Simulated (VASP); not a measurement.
A run of VASP 6.6.1 is set up as follows.

The input INCAR:

```
SYSTEM = Li
PREC = Accurate
ENCUT = 520
EDIFF = 1E-6
ISMEAR = 0
SIGMA = 0.15
LREAL = .False.
LASPH = .True.
NELM = 60
ALGO = Fast
ISIF = 2
LWAVE = .False.
LCHARG = .False.
GGA = PE
IVDW = 12
NBANDS = 10
```

File KPOINTS:

```
regular mesh
0
Gamma
  16 16 12
  0 0 0
```

POSCAR

```
Li
1.0
    0.0000000000     -2.0712727313     -2.0712727313
    0.0000000000      2.0712727313     -2.0712727313
    4.1425454626      0.0000000000      0.0000000000
Li
2
Direct
    0.6017423958      0.3982576042      0.5000000000
   -0.1017423958      0.1017423958      0.0000000000
```

Potentials or basis: VASP PAW PBE potentials, release 64 (Li_sv).

Command:

```console
$ cat potpaw_PBE.64/Li_sv/POTCAR > POTCAR
$ mpirun -np 1 vasp_std > vasp.out
```

Question: Predict the largest force.

Answer: 0.634 eV/Å.

Question: Estimate the dispersion energy per atom.

Answer: -0.194 eV.

Question: Predict the band gap on the k mesh.

Answer: Zero (bands 3 and 4 overlap by 5.27 eV).

Forces on the atoms (eV/Å):
```
Li   0.000  0.634  0.000
Li   0.000 -0.634  0.000
```

Caveat: the cell differs from its parent crystal (atoms displaced along a vibrational mode, the cell strained).
